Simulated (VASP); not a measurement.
Wanted: the native input for a VASP 6.6.1 run.

| Property | Result |
| --- | --- |
| Task | relaxation of cell and atoms |
| Functional | PBE |
| Potentials or basis | VASP PAW PBE potentials, release 64 (Ba_sv) |
| Cutoff | 600 eV |
| k mesh | 9 × 9 × 9 |
| Occupations | fermi-dirac, width 0.05 eV |
| Spin | no spin polarisation |
| Target pressure | 2.8 GPa |
| Dipole correction | no |
| Further INCAR settings | ALGO = Normal; EDIFF = 1e-07; IBRION = 2; EDIFFG = -0.005; NSW = 32; ISIF = 3 |

The structure of Ba lies in POSCAR:

```
Ba
1.0
    0.0000000000      3.6194502105      3.6194502105
    3.6194502105      0.0000000000      3.6194502105
    3.6194502105      3.6194502105      0.0000000000
Ba
2
Direct
   -0.1250000000     -0.1250000000     -0.1250000000
    0.1250000000      0.1250000000      0.1250000000
```

The input as run:

INCAR

```
SYSTEM = Ba
PREC = Accurate
ENCUT = 600
EDIFF = 1E-7
ISMEAR = -1
SIGMA = 0.05
LREAL = .False.
LASPH = .True.
NELM = 80
ALGO = Normal
ISIF = 3
LWAVE = .False.
LCHARG = .False.
GGA = PE
IBRION = 2
NSW = 32
EDIFFG = -0.005
PSTRESS = 28.0
```

KPOINTS

```
regular mesh
0
Gamma
  9 9 9
  0 0 0
```

Potentials or basis: VASP PAW PBE potentials, release 64 (Ba_sv).

Command:

```bash
$ cat potpaw_PBE.64/Ba_sv/POTCAR > POTCAR
$ mpirun -np 1 vasp_std > vasp.out
```

It gave:

| Item | Value |
| --- | --- |
| Relaxed volume | 49.08 Å³/atom |
| Relaxed cell | a = 5.178 Å, b = 5.178 Å, c = 5.178 Å, α = 60.00°, β = 60.00°, γ = 60.00° |
| Space group after relaxing (to 0.05 Å) | Fd-3m (No. 227) |
| Energy change on relaxing (the enthalpy is what falls) | -33.9 meV/atom |
| Ionic steps | 3 |
| Pressure after relaxing | 2.8 GPa |
| Band gap on the k mesh | zero (band 10 reaches 2.40 eV, above the bottom of band 11 at 2.13 eV) |

Caveat: the cell is relaxed towards a set pressure, so the enthalpy falls and the energy may rise; spin-orbit coupling is left out, which moves the levels of the heavy elements.

Run time: 97 s on 1 thread of AMD EPYC 9R45 96-Core Processor (Zen 5), on a shared host, peak memory 0.25 GiB.
